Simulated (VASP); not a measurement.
Set up this calculation in VASP 6.6.1, as the native input.

```yaml
Task: single point
Functional: PBE
Dispersion: D3(BJ)
Potentials_or_basis: VASP PAW PBE potentials, release 64 (Sn_d, Se)
Cutoff: 520 eV
k_mesh: 6 × 6 × 4
Occupations: gaussian, width 0.01 eV
Spin: no spin polarisation
Dipole_correction: no
Further_INCAR_settings: ALGO = Normal; EDIFF = 1e-07; NBANDS = 20
```

The structure of SnSe2 lies in POSCAR:

```
SnSe2
1.0
    3.8427986029      0.0000000000      0.0000000000
   -1.9213993014      3.3279612117      0.0000000000
    0.0000000000      0.0000000000      6.0051994101
Sn Se
1 2
Direct
    0.0000000000      0.0000000000      0.0000000000
    0.3333333333      0.6666666667      0.2649604459
    0.6666666667      0.3333333333      0.7350395541
```

The input as run:

INCAR

```
SYSTEM = SnSe2
ALGO = Normal ; EDIFF = 1E-7
ENCUT = 520 ; GGA = PE
ISIF = 2 ; ISMEAR = 0
IVDW = 12 ; LASPH = .TRUE.
LCHARG = .FALSE. ; LREAL = .FALSE.
LWAVE = .FALSE. ; NBANDS = 20
NELM = 100 ; PREC = Accurate
SIGMA = 0.01
```

KPOINTS

```
k-points
0
G
  6 6 4
  0 0 0
```

Potentials or basis: VASP PAW PBE potentials, release 64 (Sn_d, Se).

Command:

```console
$ cat potpaw_PBE.64/Sn_d/POTCAR potpaw_PBE.64/Se/POTCAR > POTCAR
$ mpirun -np 1 vasp_std > vasp.out
```

Results of the run:

```
Pressure                   : 0.1 GPa
Largest force              : 0.016 eV/Å
Band gap on the k mesh     : 0.63 eV (least direct gap 0.80 eV)
Dispersion energy per atom : -0.364 eV
```

Caveat: spin-orbit coupling is left out, which moves the levels of the heavy elements.

It took 53 s on 1 thread of Intel(R) Xeon(R) Platinum 8259CL CPU @ 2.50GHz (Skylake/Cascade Lake), on a shared host, peak memory 0.21 GiB.
